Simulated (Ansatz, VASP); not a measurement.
**One calculation of B, two programs**

```
B
1.0
     2.44925    1.41407    4.18169
    -2.44925    1.41407    4.18169
     0.00000   -2.82815    4.18169
B
12
Direct
  0.01028 0.65407 0.01028
  0.01028 0.01028 0.65407
  0.65407 0.01028 0.01028
  0.98972 0.34593 0.98972
  0.34593 0.98972 0.98972
  0.98972 0.98972 0.34593
  0.22104 0.63061 0.22104
  0.22104 0.22104 0.63061
  0.63061 0.22104 0.22104
  0.77896 0.36939 0.77896
  0.36939 0.77896 0.77896
  0.77896 0.77896 0.36939
```

Alike in both runs: functional PBE; k mesh 7 × 7 × 7; occupations fermi-dirac, width 0.01 eV; no spin polarisation.

Ansatz relaxed the structure, and its values are those at the end. VASP's run is a single point on that final structure, the one shown.

|  | VASP | Ansatz |
| --- | --- | --- |
| version | VASP 6.6.1 | Ansatz 0.2.0 |
| potentials or method | VASP PAW PBE potentials, release 64 (B), cutoff 520 eV | plane-wave PAW DFT |
| valence electrons in the cell | 36 | 36 |

Ansatz gave:

| Property | Result |
| --- | --- |
| pressure (GPa) | 0.0 |
| rms of the force components (eV/Å) | 0.001 |

Estimate VASP's values.

pressure (GPa): 0.1; rms of the force components (eV/Å): 0.007.
